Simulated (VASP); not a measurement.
# Pt (Im-3m) in VASP: notebook

Pt is run at these levels: PBEsol; tasks: single point, relaxation of cell and atoms.

All numbers are computed with VASP 6.6.1; they aren't measurements. Logs are shortened: lines on timing, memory, paths and dates and some standing lists are left out, and cuts for length are marked.

**1. The cell of the first run**

The structure is cubic, space group Im-3m (No. 229). Conventional cell: a = 3.113 Å, b = 3.113 Å, c = 3.113 Å, α = 90.00°, β = 90.00°, γ = 90.00°. Pt (site symmetry m-3m) has 14 Pt at 2.70 to 3.11 Å within 3.6 Å.

**2. Single point, PBEsol**

File INCAR:

```
  PREC = Accurate
  ENCUT = 520
  EDIFF = 1E-6
  ISMEAR = -1
  SIGMA = 0.1
  LREAL = False
  LASPH = True
  NELM = 80
  ALGO = Normal
  ISIF = 2
  LWAVE = False
  LCHARG = False
  GGA = PS
  NBANDS = 11
```

File KPOINTS:

```
Automatic mesh
0
Gamma
  17 17 17
```

File POSCAR:

```
Pt
1.0
   -1.5562782642      1.5562782642      1.5562782642
    1.5562782642     -1.5562782642      1.5562782642
    1.5562782642      1.5562782642     -1.5562782642
Pt
1
Direct
    0.0000000000      0.0000000000      0.0000000000
```

Potentials or basis: VASP PAW PBE potentials, release 64 (Pt).

Started as:

```
cat potpaw_PBE.64/Pt/POTCAR > POTCAR
mpirun -np 1 vasp_std > vasp.out
```

OUTCAR:

```text
PREC = Accurate
   ENCUT = 520
   EDIFF = 1E-6
   ISMEAR = -1
   LREAL = False
   LASPH = True
   NELM = 80
   ISIF = 2
   GGA = PS

 ion  position               nearest neighbor table
   1  0.000  0.000  0.000-

  LATTYP: Found a body centered cubic cell.
 ALAT       =     3.1125565284

  Lattice vectors:

 A1 = (  -1.5562782642,   1.5562782642,   1.5562782642)
 A2 = (   1.5562782642,  -1.5562782642,   1.5562782642)
 A3 = (   1.5562782642,   1.5562782642,  -1.5562782642)

Analysis of symmetry for initial positions (statically):
=====================================================================
 Subroutine PRICEL returns:
 Original cell was already a primitive cell.

 Routine SETGRP: Setting up the symmetry group for a
 body centered cubic supercell.

 Subroutine GETGRP returns: Found 48 space group operations
 (whereof 48 operations were pure point group operations)
 out of a pool of 48 trial point group operations.

The static configuration has the point symmetry O_h .

Analysis of symmetry for dynamics (positions and initial velocities):
=====================================================================
 Subroutine PRICEL returns:
 Original cell was already a primitive cell.

 Routine SETGRP: Setting up the symmetry group for a
 body centered cubic supercell.

 Subroutine GETGRP returns: Found 48 space group operations
 (whereof 48 operations were pure point group operations)
 out of a pool of 48 trial point group operations.

The dynamic configuration has the point symmetry O_h .

 Subroutine INISYM returns: Found 48 space group operations
 (whereof 48 operations are pure point group operations),
 and found     1 'primitive' translations

----------------------------------------------------------------------------------------

                                     Primitive cell

  volume of cell :      15.0772

  direct lattice vectors                    reciprocal lattice vectors
    -1.556278264  1.556278264  1.556278264     0.000000000  0.321279306  0.321279306
     1.556278264 -1.556278264  1.556278264     0.321279306  0.000000000  0.321279306
     1.556278264  1.556278264 -1.556278264     0.321279306  0.321279306  0.000000000

  length of vectors
     2.695553024  2.695553024  2.695553024     0.454357551  0.454357551  0.454357551

  position of ions in fractional coordinates (direct lattice)
     0.000000000  0.000000000  0.000000000

  ion indices of the primitive-cell ions
   primitive index   ion index
                 1           1

----------------------------------------------------------------------------------------

 KPOINTS: Automatic mesh

Automatic generation of k-mesh.
 Grid dimensions read from file:
 generate k-points for:   17   17   17

 Generating k-lattice:

  Cartesian coordinates                     Fractional coordinates (reciprocal lattice)
     0.000000000  0.018898783  0.018898783     0.058823529  0.000000000  0.000000000
     0.018898783  0.000000000  0.018898783     0.000000000  0.058823529  0.000000000
     0.018898783  0.018898783  0.000000000     0.000000000  0.000000000  0.058823529

  Length of vectors
     0.026726915  0.026726915  0.026726915

  Shift w.r.t. Gamma in fractional coordinates (k-lattice)
     0.000000000  0.000000000  0.000000000

 Subroutine IBZKPT returns following result:
 ===========================================

 Found    165 irreducible k-points:

 Following reciprocal coordinates:
            Coordinates               Weight
  0.000000  0.000000  0.000000      1.000000
  0.058824  0.000000  0.000000     12.000000
  0.117647  0.000000  0.000000     12.000000
  0.176471  0.000000  0.000000     12.000000
  0.235294  0.000000  0.000000     12.000000
  0.294118  0.000000  0.000000     12.000000
[... 16 lines left out ...]
  0.411765  0.117647  0.000000     48.000000
  0.176471  0.176471  0.000000     24.000000
 [... further k-points ...]
   k-points           NKPTS =    165   k-points in BZ     NKDIM =    165   number of bands    NBANDS=     11
   number of dos      NEDOS =    301   number of ions     NIONS =      1
   total plane-waves  NPLWV =   8000
   dimension x,y,z NGX =    20 NGY =   20 NGZ =   20
   dimension x,y,z NGXF=    40 NGYF=   40 NGZF=   40
   ions per type =               1
   NGX,Y,Z   is equivalent  to a cutoff of  12.33, 12.33, 12.33 a.u.
   NGXF,Y,Z  is equivalent  to a cutoff of  24.67, 24.67, 24.67 a.u.
 SYSTEM =  unknown system
   PREC   = accura    normal or accurate (medium, high low for compatibility)
   ISTART =      0    job   : 0-new  1-cont  2-samecut
   ICHARG =      2    charge: 1-file 2-atom 10-const
   ISPIN  =      1    spin polarized calculation?
   LNONCOLLINEAR =      F non collinear calculations
   LSORBIT =      F    spin-orbit coupling
   LASPH  =      T    aspherical Exc in radial PAW
   ENCUT  =  520.0 eV  38.22 Ry    6.18 a.u.   5.01  5.01  5.01*2*pi/ulx,y,z
   NELM   =     80;   NELMIN=  2; NELMDL= -5     # of ELM steps
   EDIFF  = 0.1E-05   stopping-criterion for ELM
   LREAL  =      F    real-space projection
   EDIFFG = 0.1E-04   stopping-criterion for IOM
   NSW    =      0    number of steps for IOM
   IBRION =     -1    ionic relax: 0-MD 1-quasi-New 2-CG
   NFREE  =      0    steps in history (QN), initial steepest desc. (CG)
   ISIF   =      2    stress and relaxation
   ISYM   =      2    0-nonsym 1-usesym 2-fastsym
   POTIM  = 0.5000    time-step for ionic-motion
   TEBEG  =    0.0;   TEEND  =   0.0 temperature during run
   PSTRESS=    0.0 pullay stress
   NELECT =      10.0000    total number of electrons
   NUPDOWN=      -1.0000    fix difference up-down
   EMIN   =  10.00;   EMAX   =-10.00  energy-range for DOS
   EFERMI =   0.00;   METHOD = LEGACY
   ISMEAR =    -1;   SIGMA  =   0.10  broadening in eV -4-tet -1-fermi 0-gaus
   EFERMI_NEDOS =   21; number of points for ismear=-14 and -15
   IALGO  =     38    algorithm
   IMIX   =      4    mixing-type and parameters
     AMIX     =   0.40;   BMIX     =  1.00
     AMIX_MAG =   1.60;   BMIX_MAG =  1.00
  volume/ion in A,a.u.               =      15.08       101.75
  Fermi-wavevector in a.u.,A,eV,Ry     =   1.427691  2.697945 27.732780  2.038302
  Thomas-Fermi vector in A             =   2.547833
   LORBIT       =      0    0 simple, 1 ext, 2 COOP (PROOUT), +10 PAW based schemes
   GGA     = PS    functional components
   LHFCALC =     F    Hartree Fock is set to
   AEXX    =    0.0000 exact exchange contribution
   IVDW    =     0    specifies the selected vdW correction
   LEPSILON=     F    determine dielectric tensor
   LRPA    =     F    only Hartree local field effects (RPA)
 non-spin polarized calculation
  energy-cutoff  :      520.00
  volume of cell :       15.08
 maximum number of plane-waves:       420
   NGX =  9   NGY =  9   NGZ =  9

 number of electron      10.0000000 magnetization

 number of electron       9.9999999 magnetization

 Free energy of the ion-electron system (eV)
  ---------------------------------------------------
  ext. energy  EPLUGINS =         0.00000000
  ---------------------------------------------------
  free energy    TOTEN  =        -6.86755054 eV

  energy without entropy =       -6.83506113  energy(sigma->0) =       -6.85130583

 E-fermi :  10.8463     XC(G=0): -13.6225

 val. band max:       10.8461931460   @ k =   0.4706   0.0588   0.0000
 cond. band min:      10.9082820538   @ k =  -0.3529   0.4706   0.2353
 fundamental gap:      0.0620889078
 Fermi energy:        10.8462661494

 k-point     1 :       0.0000    0.0000    0.0000
  band No.  band energies     occupation
      1       0.8145      2.00000
      2       7.1272      2.00000
      3       7.1272      2.00000
      4       7.1272      2.00000
      5       9.8150      1.99993
      6       9.8150      1.99993
      7      27.9392      0.00000
      8      27.9392      0.00000
      9      27.9392      0.00000
     10      38.5426      0.00000
     11      38.5426      0.00000

 k-point     2 :       0.0588    0.0000    0.0000
  band No.  band energies     occupation
      1       0.9623      2.00000
      2       7.0667      2.00000
      3       7.1264      2.00000
      4       7.2480      2.00000
      5       9.7346      1.99997
      6       9.8189      1.99993
      7      28.0157      0.00000
      8      28.0863      0.00000
      9      28.1608      0.00000
     10      36.5964      0.00000
     11      37.2395      0.00000

 k-point     3 :       0.1176    0.0000    0.0000
  band No.  band energies     occupation
      1       1.3912      2.00000
      2       6.8975      2.00000
      3       7.1142      2.00000
      4       7.6049      2.00000
      5       9.5483      2.00000
      6       9.8330      1.99992
      7      28.1384      0.00000
      8      28.3253      0.00000
      9      28.8084      0.00000
     10      34.8248      0.00000
     11      35.2796      0.00000

 k-point     4 :       0.1765    0.0000    0.0000
  band No.  band energies     occupation
      1       2.0497      2.00000
      2       6.6518      2.00000
      3       7.0830      2.00000
      4       8.1788      2.00000
      5       9.3820      2.00000
      6       9.8629      1.99989
      7      27.9460      0.00000
      8      27.9694      0.00000
      9      29.8328      0.00000
     10      33.9214      0.00000
     11      33.9357      0.00000
[... 239 lines left out ...]
 k-point    22 :       0.3529    0.1176    0.0000
  band No.  band energies     occupation
      1       4.2179      2.00000
      2       5.7935      2.00000
      3       8.3143      2.00000
      4       9.5749      1.99999
      5      10.3854      1.98027
      6      12.6973      0.00000
      7      19.2009      0.00000
      8      24.5335      0.00000
      9      26.9085      0.00000
     10      34.1712      0.00000
     11      35.9585      0.00000

 k-point    23 :       0.4118    0.1176    0.0000
  band No.  band energies     occupation
      1       4.1898      2.00000
      2       5.7138      2.00000
      3       8.8566      2.00000
      4       9.5800      1.99999
      5      10.6826      1.67429
      6      13.5976      0.00000
      7      17.5890      0.00000
      8      24.1220      0.00000
      9      26.3162      0.00000
     10      34.8319      0.00000
     11      35.5923      0.00000

 k-point    24 :       0.1765    0.1765    0.0000
  band No.  band energies     occupation
      1       3.9030      2.00000
      2       6.3956      2.00000
      3       6.4805      2.00000
      4       9.1495      2.00000
      5      10.1033      1.99881
      6      10.5638      1.88804
      7      24.4853      0.00000
      8      26.2316      0.00000
      9      29.0301      0.00000
     10      30.9618      0.00000
     11      35.7660      0.00000

 [... further k-points ...]
[... 5 lines left out ...]
  --------------------------------------------------------------------------------------
  -------------------------------------------------------------------------------------
  Total        0.2076614      0.2076614      0.2076614      0.0000000      0.0000000      0.0000000
  in kB       22.0670661     22.0670661     22.0670661      0.0000000      0.0000000      0.0000000
  external PRESSURE =      22.0670661 kB  Pullay stress =       0.0000000 kB

 VOLUME and BASIS-vectors are now :
 -----------------------------------------------------------------------------
  energy-cutoff  :      520.00
  volume of cell :       15.08
      direct lattice vectors                 reciprocal lattice vectors
    -1.556278264  1.556278264  1.556278264     0.000000000  0.321279306  0.321279306
     1.556278264 -1.556278264  1.556278264     0.321279306  0.000000000  0.321279306
     1.556278264  1.556278264 -1.556278264     0.321279306  0.321279306  0.000000000

 POSITION                                       TOTAL-FORCE (eV/Angst)
 -----------------------------------------------------------------------------------
      0.00000      0.00000      0.00000         0.000000     -0.000000      0.000000
 -----------------------------------------------------------------------------------
    total drift:                                0.000000     -0.000000      0.000000

  FREE ENERGIE OF THE ION-ELECTRON SYSTEM (eV)
  ---------------------------------------------------
  free  energy   TOTEN  =        -6.8675505376 eV

  energy  without entropy=       -6.8350611308  energy(sigma->0) =       -6.85130583
```

Wall time 29 s (1 thread of Intel Xeon 6975P-C, shared host); peak memory 0.14 GiB.

Results:

```
Free energy            : -6.8676 eV
Pressure               : 2.2 GPa
Band gap on the k mesh : zero (band 5 reaches 11.89 eV, above the bottom of band 6 at 9.67 eV)
```

Levels at points of the mesh, in eV from the Fermi level:
```
           k point  band 1  band 2  band 3  band 4  band 5  band 6  band 7  band 8  band 9  band 10
(0.00, 0.00, 0.00)  -10.03   -3.72   -3.72   -3.72   -1.03   -1.03   17.09   17.09   17.09    27.70
```

Caveat: the PAW data sets were made with another functional, which shifts forces and pressure a little; spin-orbit coupling is left out, which moves the levels of the heavy elements.

**3. Single point, PBEsol**

File INCAR:

```
PREC = Accurate ; ENCUT = 520
EDIFF = 1E-6 ; ISMEAR = -1
SIGMA = 0.1 ; LREAL = False
LASPH = True ; NELM = 60
ALGO = Normal ; ISIF = 2
LWAVE = False ; LCHARG = False
GGA = PS ; NBANDS = 11
```

File KPOINTS:

```
regular mesh
0
Gamma
  17 17 17
```

File POSCAR:

```
Pt
1.0
   -1.5562085116      1.5562085116      1.5562085116
    1.5562085116     -1.5562085116      1.5562085116
    1.5562085116      1.5562085116     -1.5562085116
Pt
1
Direct
    0.0000000000      0.0000000000      0.0000000000
```

Potentials or basis: VASP PAW PBE potentials, release 64 (Pt).

Started as:

```
cat potpaw_PBE.64/Pt/POTCAR > POTCAR
mpirun -np 1 vasp_std > vasp.out
```

Wall time 29 s (1 thread of Intel Xeon 6975P-C, shared host); peak memory 0.14 GiB.

It converged, with:

- Free energy: -6.8675 eV
- Pressure: 2.2 GPa
- Band gap on the k mesh: zero (band 5 reaches 11.89 eV, above the bottom of band 6 at 9.67 eV)

Levels at points of the mesh, in eV from the Fermi level:
| k point | band 3 | band 4 | band 5 | band 6 | band 7 | band 8 |
| --- | --- | --- | --- | --- | --- | --- |
| (0.00, 0.00, 0.00) | -3.72 | -3.72 | -1.03 | -1.03 | 17.09 | 17.09 |

Caveat: the PAW data sets were made with another functional, which shifts forces and pressure a little; spin-orbit coupling is left out, which moves the levels of the heavy elements.

**4. Relaxation of cell and atoms, PBEsol, target pressure 2.6 GPa, at which the enthalpy is minimised**

This run uses another cell than the first one, of 14.92 Å³/atom, 0.990 times its volume.

File INCAR:

```
PREC = Accurate ; ENCUT = 600
EDIFF = 1E-6 ; ISMEAR = -1
SIGMA = 0.1 ; LREAL = False
LASPH = True ; NELM = 100
ALGO = Normal ; ISIF = 3
LWAVE = False ; LCHARG = False
GGA = PS ; IBRION = 2
NSW = 60 ; EDIFFG = -0.005
PSTRESS = 26.0
```

KPOINTS is that of step 3.

File POSCAR:

```
Pt
1.0
   -1.5508355530      1.5508355530      1.5508355530
    1.5508355530     -1.5508355530      1.5508355530
    1.5508355530      1.5508355530     -1.5508355530
Pt
1
Direct
    0.0000000000      0.0000000000      0.0000000000
```

Started as:

```
cat potpaw_PBE.64/Pt/POTCAR > POTCAR
mpirun -np 1 vasp_std > vasp.out
```

It took 29 s on 1 thread of Intel Xeon Platinum 8375C at 2.90GHz (Ice Lake), shared host; peak memory 0.17 GiB.

The run converged. Its results:

```yaml
Free_energy: -6.8673 eV
Relaxed_volume: 15.06 Å³/atom
Relaxed_cell: a = 2.695 Å, b = 2.695 Å, c = 2.695 Å, α = 109.47°, β = 109.47°, γ = 109.47°
Space_group_after_relaxing_to_0.05_Å: Im-3m (No. 229)
Energy_change_on_relaxing_the_enthalpy_is_what_falls: -3.6 meV/atom
Ionic_steps: 3
Pressure_after_relaxing: 2.6 GPa
Band_gap_on_the_k_mesh: zero (band 5 reaches 11.91 eV, above the bottom of band 6 at 9.68 eV)
```

The path:
| step | energy change (eV) | largest force (eV/Å) | pressure (GPa) | volume (Å³) |
| --- | --- | --- | --- | --- |
| 1 | 0.0000 | 0.0000 | 5.44 | 14.92 |
| 2 | 0.0002 | 0.0000 | -5.09 | 15.50 |
| 3 | -0.0036 | 0.0000 | 2.58 | 15.06 |

Final structure:
```
CELL_PARAMETERS angstrom
-1.55579 1.55579 1.55579
1.55579 -1.55579 1.55579
1.55579 1.55579 -1.55579
ATOMIC_POSITIONS crystal
Pt 0.00000 0.00000 0.00000
```

Levels at points of the mesh, in eV from the Fermi level:
| k point | band 3 | band 4 | band 5 | band 6 | band 7 | band 8 |
| --- | --- | --- | --- | --- | --- | --- |
| (0.00, 0.00, 0.00) | -3.72 | -3.72 | -1.03 | -1.03 | 17.09 | 17.09 |

Caveat: the cell is relaxed towards a set pressure, so the enthalpy falls and the energy may rise; the PAW data sets were made with another functional, which shifts forces and pressure a little; spin-orbit coupling is left out, which moves the levels of the heavy elements.

**5. Relaxation of cell and atoms, PBEsol, target pressure 2.6 GPa, at which the enthalpy is minimised**

File INCAR:

```
SYSTEM = Pt
PREC     = Accurate       ! precision mode
ENCUT    = 600            ! plane-wave cutoff, eV
EDIFF    = 1E-7           ! SCF threshold, eV
ISMEAR   = -1             ! smearing method
SIGMA    = 0.1            ! smearing width, eV
LREAL    = .False.        ! projectors in reciprocal space
LASPH    = .True.         ! aspherical terms in the spheres
NELM     = 80             ! most SCF steps
ALGO     = Normal         ! electronic algorithm
ISIF     = 3              ! what is computed and relaxed
LWAVE    = .False.        ! write WAVECAR
LCHARG   = .False.        ! write CHGCAR
GGA      = PS             ! functional
IBRION   = 2              ! ionic algorithm
NSW      = 32             ! ionic steps
EDIFFG   = -0.005         ! ionic threshold
PSTRESS  = 26.0
```

File KPOINTS:

```
regular mesh
0
Gamma
  17 17 17
  0 0 0
```

File POSCAR:

```
Pt
1.0
   -1.5562782642      1.5562782642      1.5562782642
    1.5562782642     -1.5562782642      1.5562782642
    1.5562782642      1.5562782642     -1.5562782642
Pt
1
Direct
    0.0000000000      0.0000000000      0.0000000000
```

Started as:

```
cat potpaw_PBE.64/Pt/POTCAR > POTCAR
mpirun -np 1 vasp_std > vasp.out
```

Wall time 26 s (1 thread of Intel Xeon Platinum 8375C at 2.90GHz (Ice Lake), shared host); peak memory 0.16 GiB.

It converged, with:

```
Free energy                                            : -6.8673 eV
Relaxed volume                                         : 15.06 Å³/atom
Relaxed cell                                           : a = 2.695 Å, b = 2.695 Å, c = 2.695 Å, α = 109.47°, β = 109.47°, γ = 109.47°
Space group after relaxing (to 0.05 Å)                 : Im-3m (No. 229)
Energy change on relaxing (the enthalpy is what falls) : +0.2 meV/atom
Ionic steps                                            : 3
Pressure after relaxing                                : 2.6 GPa
Band gap on the k mesh                                 : zero (band 5 reaches 11.91 eV, above the bottom of band 6 at 9.69 eV)
```

Step by step:
| step | energy change (eV) | largest force (eV/Å) | pressure (GPa) | volume (Å³) |
| --- | --- | --- | --- | --- |
| 1 | 0.0000 | 0.0000 | 2.31 | 15.08 |
| 2 | 0.0011 | 0.0000 | 3.46 | 15.02 |
| 3 | 0.0002 | 0.0000 | 2.61 | 15.06 |

Final structure:
```xyz
1
Lattice="-1.5557 1.5557 1.5557 1.5557 -1.5557 1.5557 1.5557 1.5557 -1.5557" Properties=species:S:1:pos:R:3 pbc="T T T"
Pt    0.0000    0.0000    0.0000
```

Levels at points of the mesh, in eV from the Fermi level:
```
           k point  band 2  band 3  band 4  band 5  band 6  band 7  band 8  band 9
(0.00, 0.00, 0.00)   -3.73   -3.73   -3.73   -1.03   -1.03   17.09   17.09   17.09
```

Caveat: the cell is relaxed towards a set pressure, so the enthalpy falls and the energy may rise; the PAW data sets were made with another functional, which shifts forces and pressure a little; spin-orbit coupling is left out, which moves the levels of the heavy elements.

**6. Overview**

| task | cell | cutoff (eV) | gap on the mesh (eV) | pressure (GPa) |
| --- | --- | --- | --- | --- |
| single point | a = 2.696 Å, angles 109.5°, 1 atom | 520 | none | 2.2 |
| single point | a = 2.695 Å, angles 109.5°, 1 atom | 520 | none | 2.2 |
| relaxation of cell and atoms | relaxed to 2.6 GPa from a = 2.686 Å, angles 109.5°, 1 atom | 600 | none | 2.6 |
| relaxation of cell and atoms | relaxed to 2.6 GPa from a = 2.696 Å, angles 109.5°, 1 atom | 600 | none | 2.6 |

Alike in all rows: level PBEsol; potentials or basis VASP PAW PBE potentials, release 64 (Pt); no spin polarisation; k mesh 17 × 17 × 17; smearing fermi-dirac 0.1 eV.

Caveats: the PAW data sets were made with another functional, which shifts forces and pressure a little; spin-orbit coupling is left out, which moves the levels of the heavy elements; the cell is relaxed towards a set pressure, so the enthalpy falls and the energy may rise (some runs).

Absolute energies hang on the potentials; compare differences alone.
